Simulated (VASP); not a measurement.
Set up this calculation in VASP 6.6.1, as the native input.

```
Task                   : relaxation of cell and atoms
Functional             : PBE
Potentials or basis    : VASP PAW PBE potentials, release 64 (Ge_d, Sb, O)
Cutoff                 : 600 eV
k mesh                 : 6 × 6 × 2
Occupations            : gaussian, width 0.1 eV
Spin                   : no spin polarisation
Dipole correction      : no
Further INCAR settings : ALGO = Normal; EDIFF = 1e-07; IBRION = 2; EDIFFG = -0.04; NSW = 90; ISIF = 3
```

The structure of Ge2SbO lies in POSCAR:

```
Ge2SbO
1.0
    3.6348410100      0.0000000000      0.0000000000
   -1.8174205000      3.1478646500      0.0000000000
    0.0000000000      0.0000000000     13.9331492600
Ge Sb O
4 2 2
Direct
    0.3333333300      0.6666666700      0.0881000000
    0.6666666700      0.3333333300      0.5881000000
    0.3333333300      0.6666666700      0.4119000000
    0.6666666700      0.3333333300      0.9119000000
    0.3333333300      0.6666666700      0.2500000000
    0.6666666700      0.3333333300      0.7500000000
    0.0000000000      0.0000000000      0.0000000000
    0.0000000000      0.0000000000      0.5000000000
```

These files were run (other wordings do the same):

INCAR

```
SYSTEM = Ge2SbO
ALGO = Normal
EDIFF = 1E-7
EDIFFG = -0.04
ENCUT = 600
GGA = PE
IBRION = 2
ISIF = 3
ISMEAR = 0
LASPH = .TRUE.
LCHARG = .FALSE.
LREAL = .FALSE.
LWAVE = .FALSE.
NELM = 60
NSW = 90
PREC = Accurate
SIGMA = 0.1
```

KPOINTS

```
k-points
0
G
  6 6 2
  0 0 0
```

Potentials or basis: VASP PAW PBE potentials, release 64 (Ge_d, Sb, O).

The run is started by

```console
$ cat potpaw_PBE.64/Ge_d/POTCAR potpaw_PBE.64/Sb/POTCAR potpaw_PBE.64/O/POTCAR > POTCAR
$ mpirun -np 1 vasp_std > vasp.out
```

Results of the run:

| Item | Value |
| --- | --- |
| Relaxed volume | 19.07 Å³/atom |
| Relaxed cell | a = 3.128 Å, b = 3.128 Å, c = 18.005 Å, α = 90.00°, β = 90.00°, γ = 120.00° |
| Space group after relaxing (to 0.05 Å) | P6_3/mmc (No. 194) |
| Energy gained by relaxing | 768.8 meV/atom |
| Ionic steps | 17 |
| Pressure after relaxing | 0.0 GPa |
| Largest force after relaxing | 0.030 eV/Å |
| Band gap on the k mesh | zero (band 39 reaches 10.99 eV, above the bottom of band 40 at 5.65 eV) |

Caveat: spin-orbit coupling is left out, which moves the levels of the heavy elements.

Run time: 22 min on 1 thread of Intel(R) Xeon(R) 6975P-C (Granite Rapids) (shared host), peak memory 0.4 GiB.
